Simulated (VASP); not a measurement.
# SnSe2 (P-3m1) in VASP: dielectric tensor with PBEsol

Aim: the dielectric tensor of SnSe2 with PBEsol.

Program: VASP 6.6.1. These are calculated values, not measurements. Logs are shortened: lines on timing, memory, paths and dates and some standing lists are left out, and cuts for length are marked.

### 1 The cell of the first run

The structure is trigonal, space group P-3m1 (No. 164). Conventional cell: a = 3.811 Å, b = 3.811 Å, c = 6.136 Å, α = 90.00°, β = 90.00°, γ = 120.00°. Sn (site symmetry -3m) has 6 Se at 2.68 Å within 3.5 Å. Within 3.5 Å of Se (site symmetry 3m) lie 3 Sn at 2.68 Å.

### 2 Dielectric tensor, PBEsol

Contents of INCAR:

```
SYSTEM = SnSe2
PREC = Accurate ; ENCUT = 520
EDIFF = 1E-8 ; ISMEAR = 0
SIGMA = 0.01 ; LREAL = .False.
LASPH = .True. ; NELM = 80
ALGO = Normal ; ISIF = 2
LWAVE = .False. ; LCHARG = .False.
GGA = PS ; LEPSILON = .True.
```

Contents of KPOINTS:

```
regular mesh
0
Gamma
  6 6 4
  0 0 0
```

Contents of POSCAR:

```
SnSe2
1.0
    3.8110000000      0.0000000000      0.0000000000
   -1.9055000000      3.3004230000      0.0000000000
    0.0000000000      0.0000000000      6.1360000000
Sn Se
1 2
Direct
    0.0000000000      0.0000000000      0.0000000000
    0.3333333333      0.6666666667      0.2490000000
    0.6666666667      0.3333333333      0.7510000000
```

Potentials or basis: VASP PAW PBE potentials, release 64 (Sn_d, Se).

Launch:

```sh
$ cat potpaw_PBE.64/Sn_d/POTCAR potpaw_PBE.64/Se/POTCAR > POTCAR
$ mpirun -np 1 vasp_std > vasp.out
```

OUTCAR:

```text
SYSTEM = SnSe2
   PREC = Accurate
   ENCUT = 520
   EDIFF = 1E-8
   ISMEAR = 0
   LREAL = .False.
   LASPH = .True.
   NELM = 80
   ISIF = 2
   GGA = PS
   LEPSILON = .True.

 ion  position               nearest neighbor table
   1  0.000  0.000  0.000-   2 2.68   3 2.68   3 2.68   2 2.68   3 2.68   2 2.68
   2  0.333  0.667  0.249-   1 2.68   1 2.68   1 2.68
   3  0.667  0.333  0.751-   1 2.68   1 2.68   1 2.68

  LATTYP: Found a hexagonal cell.
 ALAT       =     3.8110000000
 C/A-ratio  =     1.6100760955

  Lattice vectors:

 A1 = (   3.8110000000,   0.0000000000,   0.0000000000)
 A2 = (  -1.9055000000,   3.3004230000,   0.0000000000)
 A3 = (   0.0000000000,   0.0000000000,   6.1360000000)

Analysis of symmetry for initial positions (statically):
=====================================================================
 Subroutine PRICEL returns:
 Original cell was already a primitive cell.

 Routine SETGRP: Setting up the symmetry group for a
 hexagonal supercell.

 Subroutine GETGRP returns: Found 12 space group operations
 (whereof 12 operations were pure point group operations)
 out of a pool of 24 trial point group operations.

The static configuration has the point symmetry D_3d.

Analysis of symmetry for dynamics (positions and initial velocities):
=====================================================================
 Subroutine PRICEL returns:
 Original cell was already a primitive cell.

 Routine SETGRP: Setting up the symmetry group for a
 hexagonal supercell.

 Subroutine GETGRP returns: Found 12 space group operations
 (whereof 12 operations were pure point group operations)
 out of a pool of 24 trial point group operations.

The dynamic configuration has the point symmetry D_3d.

 Subroutine INISYM returns: Found 12 space group operations
 (whereof 12 operations are pure point group operations),
 and found     1 'primitive' translations

----------------------------------------------------------------------------------------

                                     Primitive cell

  volume of cell :      77.1781

  direct lattice vectors                    reciprocal lattice vectors
     3.811000000  0.000000000  0.000000000     0.262398321  0.151495733  0.000000000
    -1.905500000  3.300423000  0.000000000     0.000000000  0.302991465  0.000000000
     0.000000000  0.000000000  6.136000000     0.000000000  0.000000000  0.162972621

  length of vectors
     3.811000000  3.811000161  6.136000000     0.302991478  0.302991465  0.162972621

  position of ions in fractional coordinates (direct lattice)
     0.000000000  0.000000000  0.000000000
     0.333333333  0.666666667  0.249000000
     0.666666667  0.333333333  0.751000000

  ion indices of the primitive-cell ions
   primitive index   ion index
                 1           1
                 2           2
                 3           3

----------------------------------------------------------------------------------------

 KPOINTS: regular mesh

Automatic generation of k-mesh.
 Grid dimensions read from file:
 generate k-points for:    6    6    4

 Generating k-lattice:

  Cartesian coordinates                     Fractional coordinates (reciprocal lattice)
     0.043733053  0.025249289  0.000000000     0.166666667  0.000000000  0.000000000
     0.000000000  0.050498578  0.000000000     0.000000000  0.166666667  0.000000000
     0.000000000  0.000000000  0.040743155     0.000000000  0.000000000  0.250000000

  Length of vectors
     0.050498580  0.050498578  0.040743155

  Shift w.r.t. Gamma in fractional coordinates (k-lattice)
     0.000000000  0.000000000  0.000000000

 Subroutine IBZKPT returns following result:
 ===========================================

 Found     24 irreducible k-points:

 Following reciprocal coordinates:
            Coordinates               Weight
  0.000000  0.000000  0.000000      1.000000
  0.166667  0.000000  0.000000      6.000000
  0.333333  0.000000  0.000000      6.000000
  0.500000  0.000000  0.000000      3.000000
  0.166667  0.166667  0.000000      6.000000
  0.333333  0.166667  0.000000     12.000000
[... 16 lines left out ...]
  0.333333  0.166667  0.500000     12.000000
  0.333333  0.333333  0.500000      2.000000
   k-points           NKPTS =     24   k-points in BZ     NKDIM =     24   number of bands    NBANDS=     17
   number of dos      NEDOS =    301   number of ions     NIONS =      3
   total plane-waves  NPLWV =  37632
   dimension x,y,z NGX =    28 NGY =   28 NGZ =   48
   dimension x,y,z NGXF=    56 NGYF=   56 NGZF=   96
   ions per type =               1   2
   NGX,Y,Z   is equivalent  to a cutoff of  12.21, 12.21, 13.00 a.u.
   NGXF,Y,Z  is equivalent  to a cutoff of  24.43, 24.43, 26.01 a.u.
 SYSTEM =  SnSe2
   PREC   = accura    normal or accurate (medium, high low for compatibility)
   ISTART =      0    job   : 0-new  1-cont  2-samecut
   ICHARG =      2    charge: 1-file 2-atom 10-const
   ISPIN  =      1    spin polarized calculation?
   LNONCOLLINEAR =      F non collinear calculations
   LSORBIT =      F    spin-orbit coupling
   LASPH  =      T    aspherical Exc in radial PAW
   ENCUT  =  520.0 eV  38.22 Ry    6.18 a.u.   7.09  7.09 11.41*2*pi/ulx,y,z
   NELM   =     80;   NELMIN=  2; NELMDL= -5     # of ELM steps
   EDIFF  = 0.1E-07   stopping-criterion for ELM
   LREAL  =      F    real-space projection
   EDIFFG = 0.1E-06   stopping-criterion for IOM
   NSW    =      0    number of steps for IOM
   IBRION =     -1    ionic relax: 0-MD 1-quasi-New 2-CG
   NFREE  =      0    steps in history (QN), initial steepest desc. (CG)
   ISIF   =      2    stress and relaxation
   ISYM   =      2    0-nonsym 1-usesym 2-fastsym
   POTIM  = 0.5000    time-step for ionic-motion
   TEBEG  =    0.0;   TEEND  =   0.0 temperature during run
   PSTRESS=    0.0 pullay stress
   NELECT =      26.0000    total number of electrons
   NUPDOWN=      -1.0000    fix difference up-down
   EMIN   =  10.00;   EMAX   =-10.00  energy-range for DOS
   EFERMI =   0.00;   METHOD = LEGACY
   ISMEAR =     0;   SIGMA  =   0.01  broadening in eV -4-tet -1-fermi 0-gaus
   EFERMI_NEDOS =   21; number of points for ismear=-14 and -15
   IALGO  =     38    algorithm
   IMIX   =      4    mixing-type and parameters
     AMIX     =   0.40;   BMIX     =  1.00
     AMIX_MAG =   1.60;   BMIX_MAG =  1.00
  volume/ion in A,a.u.               =      25.73       173.61
  Fermi-wavevector in a.u.,A,eV,Ry     =   1.139116  2.152617 17.654721  1.297585
  Thomas-Fermi vector in A             =   2.275820
   LORBIT       =      0    0 simple, 1 ext, 2 COOP (PROOUT), +10 PAW based schemes
   GGA     = PS    functional components
   LHFCALC =     F    Hartree Fock is set to
   AEXX    =    0.0000 exact exchange contribution
   IVDW    =     0    specifies the selected vdW correction
   LEPSILON=     T    determine dielectric tensor
   LRPA    =     F    only Hartree local field effects (RPA)
 non-spin polarized calculation
 Gauss-broadening in eV      SIGMA  =   0.01
  energy-cutoff  :      520.00
  volume of cell :       77.18
 maximum number of plane-waves:      2109
   NGX = 15   NGY = 15   NGZ = 23

--------------------------------------- Ionic step        1  -------------------------------------------

 number of electron      26.0000006 magnetization

 E-fermi :   4.1450     XC(G=0):  -9.6367

 val. band max:        4.0606746175   @ k =   0.0000   0.0000   0.0000
 cond. band min:       4.8004246438   @ k =   0.5000   0.0000   0.2500
 fundamental gap:      0.7397500263
 Fermi energy:         4.1449729793

 k-point     1 :       0.0000    0.0000    0.0000
  band No.  band energies     occupation
      1     -17.1102      2.00000
      2     -17.1102      2.00000
      3     -17.0719      2.00000
      4     -17.0554      2.00000
      5     -17.0554      2.00000
      6      -9.9720      2.00000
[... 9 lines left out ...]
     16       8.6384      0.00000
     17       8.6384      0.00000
[... 441 lines left out ...]
 k-point    24 :       0.3333    0.3333    0.5000
  band No.  band energies     occupation
      1     -17.1332      2.00000
      2     -17.1332      2.00000
      3     -17.0515      2.00000
      4     -17.0515      2.00000
      5     -17.0374      2.00000
      6      -7.8038      2.00000
[... 9 lines left out ...]
     16       8.7133      0.00000
     17      10.2268      0.00000

  FORCE on cell =-STRESS in cart. coord.  units (eV):
  Direction    XX          YY          ZZ          XY          YZ          ZX
  --------------------------------------------------------------------------------------
  -------------------------------------------------------------------------------------
  Total        1.0101031      1.0101032      1.8305772      0.0000000      0.0000000      0.0000000
  in kB       20.9692243     20.9692266     38.0018481      0.0000000      0.0000000      0.0000000
  external PRESSURE =      26.6467663 kB  Pullay stress =       0.0000000 kB

 VOLUME and BASIS-vectors are now :
 -----------------------------------------------------------------------------
  energy-cutoff  :      520.00
  volume of cell :       77.18
      direct lattice vectors                 reciprocal lattice vectors
     3.811000000  0.000000000  0.000000000     0.262398321  0.151495733  0.000000000
    -1.905500000  3.300423000  0.000000000     0.000000000  0.302991465  0.000000000
     0.000000000  0.000000000  6.136000000     0.000000000  0.000000000  0.162972621

 POSITION                                       TOTAL-FORCE (eV/Angst)
 -----------------------------------------------------------------------------------
      0.00000      0.00000      0.00000        -0.000000      0.000000      0.000000
     -0.00000      2.20028      1.52786         0.000000     -0.000000      0.613870
      1.90550      1.10014      4.60814        -0.000000      0.000000     -0.613870
 -----------------------------------------------------------------------------------
    total drift:                                0.000000      0.000000      0.000000

  FREE ENERGIE OF THE ION-ELECTRON SYSTEM (eV)
  ---------------------------------------------------
  free  energy   TOTEN  =       -12.9331386923 eV

  energy  without entropy=      -12.9331386923  energy(sigma->0) =      -12.93313869

 HEAD OF MICROSCOPIC STATIC DIELECTRIC TENSOR (INDEPENDENT PARTICLE, excluding Hartree and local field effects)
 ------------------------------------------------------
          14.011304     0.000000     0.000000
          -0.000000    14.011305     0.000000
           0.000000    -0.000000    13.142314
 ------------------------------------------------------

 Free energy of the ion-electron system (eV)
  ---------------------------------------------------
  ---------------------------------------------------
  free energy    TOTEN  =        -2.78575951 eV

  energy without entropy =       -2.78575951

------------------------ aborting loop because EDIFF is reached ----------------------------------------

--------------------------------------- Ionic step        2  -------------------------------------------

------------------------ aborting loop because EDIFF is reached ----------------------------------------

--------------------------------------- Ionic step        3  -------------------------------------------

 Free energy of the ion-electron system (eV)
  ---------------------------------------------------
  ---------------------------------------------------
  free energy    TOTEN  =        -2.13730595 eV

  energy without entropy =       -2.13730595

------------------------ aborting loop because EDIFF is reached ----------------------------------------

 PIEZOELECTRIC TENSOR FIELD DIRECTION 3  (e Angst)
 -----------------------------------------------------------------------------
     0.00452  0.00000  0.00000           (  0.00003  0.00000  0.00000)
     0.00000  0.00452 -0.00000           (  0.00000  0.00003 -0.00000)
    -0.00000 -0.00000 -0.00947           (  0.00000 -0.00000 -0.00003)

 PIEZOELECTRIC TENSOR FIELD DIRECTION 3  (C/m^2)
 -----------------------------------------------------------------------------
     0.00094  0.00000  0.00000
     0.00000  0.00094 -0.00000
    -0.00000 -0.00000 -0.00197

 MACROSCOPIC STATIC DIELECTRIC TENSOR (including local field effects in DFT)
 ------------------------------------------------------
          13.271327     0.000000     0.000000
           0.000000    13.271328     0.000000
           0.000000     0.000000    10.489791
 ------------------------------------------------------

 PIEZOELECTRIC TENSOR (including local field effects)  for field in x, y, z        (e  Angst)
          XX          YY          ZZ          XY          YZ          ZX
  --------------------------------------------------------------------------------
  x     0.00000     0.00000     0.00000     0.00000     0.00000     0.00000
  y     0.00000     0.00000     0.00000     0.00000     0.00000     0.00000
  z     0.00000     0.00000     0.00000     0.00000     0.00000     0.00000

 PIEZOELECTRIC TENSOR (including local field effects)  for field in x, y, z        (C/m^2)
          XX          YY          ZZ          XY          YZ          ZX
  --------------------------------------------------------------------------------
  x     0.00000     0.00000     0.00000     0.00000     0.00000     0.00000
  y     0.00000     0.00000     0.00000     0.00000     0.00000     0.00000
  z     0.00000     0.00000     0.00000     0.00000     0.00000     0.00000

 BORN EFFECTIVE CHARGES (including local field effects) (in |e|, cummulative output)
 ---------------------------------------------------------------------------------
 ion    1
    1     5.27324     0.00000     0.00000
    2     0.00000     5.27324    -0.00000
    3     0.00000     0.00000     1.82931
 ion    2
    1    -2.63662     0.00000     0.00000
    2     0.00000    -2.63662     0.00000
    3     0.00000     0.00000    -0.91466
 ion    3
    1    -2.63662     0.00000     0.00000
    2     0.00000    -2.63662     0.00000
    3     0.00000     0.00000    -0.91466
```

Run time: 5.5 min. Hardware: 1 thread of Intel Xeon Platinum 8375C at 2.90GHz (Ice Lake), shared host; peak memory 0.33 GiB.

Results:

| Item | Value |
| --- | --- |
| Band gap on the k mesh | 0.74 eV, indirect (least direct gap 1.00 eV) |
| Electronic dielectric tensor (diagonal) | 13.27, 13.27, 10.49 |
| Born charges (mean of the diagonal) | Sn +4.13; Se -2.06 e |

Levels at points of the mesh, in eV from the valence-band top:
| k point | band 11 | band 12 | band 13 | band 14 | band 15 | band 16 |
| --- | --- | --- | --- | --- | --- | --- |
| (0.00, 0.00, 0.00) | -0.39 | -0.39 | 0.00 | 1.00 | 2.83 | 4.58 |
| (0.50, 0.00, 0.00) | -2.71 | -1.23 | -0.30 | 1.09 | 3.69 | 5.33 |
| (0.00, 0.00, 0.50) | -0.80 | -0.24 | -0.24 | 2.39 | 2.80 | 4.30 |
| (0.50, 0.00, 0.50) | -2.01 | -0.86 | -0.70 | 0.81 | 4.15 | 4.75 |

Electronic dielectric tensor:
```
13.27  0.00  0.00
 0.00 13.27  0.00
 0.00  0.00 10.49
```

Born effective charge tensors (e):
atom 1, Sn
```
5.27 0.00 0.00
0.00 5.27 0.00
0.00 0.00 1.83
```
atom 2, Se
```
-2.64  0.00  0.00
 0.00 -2.64  0.00
 0.00  0.00 -0.91
```
atom 3, Se
```
-2.64  0.00  0.00
 0.00 -2.64  0.00
 0.00  0.00 -0.91
```

Caveat: the PAW data sets were made with another functional, which shifts forces and pressure a little; spin-orbit coupling is left out, which moves the levels of the heavy elements; this functional lacks dispersion, which binds the layers, so the pressure and a relaxed spacing across them are unreliable. A k mesh can miss the band edges.
